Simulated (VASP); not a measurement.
Runs of VASP 6.6.1 on Ga. The structure is that of space group Pm-3m (No. 221), or close to it. The cells are those of the table. 

```csv
task,level,cell,k mesh,cutoff (eV),gap on the mesh (eV),pressure (GPa)
single point,PBE,"a = 2.661, b = 2.661, c = 2.662 Å, 1 atom",20 × 20 × 20,520,none,3.5
single point,PBE,"a = 2.603, b = 2.603, c = 2.604 Å, 1 atom",20 × 20 × 20,520,none,8.4
single point,PBE,"a = 2.804, b = 2.804, c = 2.805 Å, 1 atom",20 × 20 × 20,520,none,(b)
single point,PBE,"a = 2.632, b = 2.632, c = 2.633 Å, 1 atom",20 × 20 × 20,520,none,5.7
relaxation of shape and atoms at fixed volume,PBE,"relaxed from a = 2.603, b = 2.603, c = 2.604 Å, 1 atom",20 × 20 × 20,600,none,8.3
single point,PBE,"a = 2.764, b = 2.764, c = 2.661 Å, 1 atom",6 × 6 × 8,520,none,0.0
relaxation of shape and atoms at fixed volume,PBE,"relaxed from a = 2.661, b = 2.661, c = 2.662 Å, 1 atom",20 × 20 × 20,600,none,3.5
single point,r2SCAN,"a = 2.716, b = 2.716, c = 2.717 Å, 1 atom",20 × 20 × 20,520,none,-2.5
relaxation of shape and atoms at fixed volume,PBE,"relaxed from a = 2.769, b = 2.769, c = 2.770 Å, 1 atom",20 × 20 × 20,600,none,-2.1
relaxation of shape and atoms at fixed volume,PBE,"relaxed from a = 2.632, b = 2.632, c = 2.633 Å, 1 atom",20 × 20 × 20,600,none,5.8
relaxation of cell and atoms,PBE,"relaxed from a = 2.764, b = 2.764, c = 2.661 Å, 1 atom",20 × 20 × 20,600,none,0.0
single point,PBE,"a = 2.689, b = 2.689, c = 2.690 Å, 1 atom",20 × 20 × 20,520,none,(a)
```

Alike in all rows: potentials or basis VASP PAW PBE potentials, release 64 (Ga_d); no spin polarisation; smearing gaussian 0.1 eV.

Question: Estimate the missing entries.

Answer: (a) 1.6; (b) -3.3.

Caveats: some runs use coarse meshes; the relaxation stopped at its first step, so nothing moved (some runs); the PAW data sets were made with another functional, which shifts forces and pressure a little (some runs).

A k mesh can miss the band edges, and the runs leave out spin-orbit coupling on Ga.

A gap of «none» marks levels without a gap at the run's occupations.
